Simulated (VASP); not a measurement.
A run of VASP 6.6.1 is set up as follows.

The input INCAR:

```
SYSTEM = AlAs
PREC = Accurate
ENCUT = 500
EDIFF = 1E-7
ISMEAR = 0
SIGMA = 0.02
LREAL = .FALSE.
LASPH = .TRUE.
NELM = 120
ALGO = Normal
ISIF = 3
LWAVE = .FALSE.
LCHARG = .FALSE.
GGA = PE
IVDW = 12
IBRION = 2
NSW = 70
EDIFFG = -0.005
GGA_COMPAT = .FALSE.
NELMIN = 4
```

Contents of KPOINTS:

```
regular mesh
0
G
  8 8 8
  0 0 0
```

The input POSCAR:

```
AlAs
1.0
    0.0000000000      2.8638066104      2.8638066104
    2.8638066104      0.0000000000      2.8638066104
    2.8638066104      2.8638066104      0.0000000000
Al As
1 1
Direct
    0.0000000000      0.0000000000      0.0000000000
    0.2500000000      0.2500000000      0.2500000000
```

Potentials or basis: VASP PAW PBE potentials, release 64 (Al, As).

The run is started by

```sh
$ cat potpaw_PBE.64/Al/POTCAR potpaw_PBE.64/As/POTCAR > POTCAR
$ mpirun -np 1 vasp_std > vasp.out
```

Question: What does it give for the dispersion energy per atom?

Answer: -0.316 eV.

Question: What does it give for the relaxed cell?

Answer: a = 4.009 Å, b = 4.009 Å, c = 4.009 Å, α = 60.00°, β = 60.00°, γ = 60.00°.

Question: Predict the relaxed volume.

Answer: 22.78 Å³/atom.

Question: Predict the space group after relaxing (to 0.05 Å).

Answer: F-43m (No. 216).

Final structure:
```xyz
2
Lattice="0.0000 2.8346 2.8346 2.8346 0.0000 2.8346 2.8346 2.8346 0.0000" Properties=species:S:1:pos:R:3 pbc="T T T"
Al    0.0000    0.0000    0.0000
As    1.4173    1.4173    1.4173
```
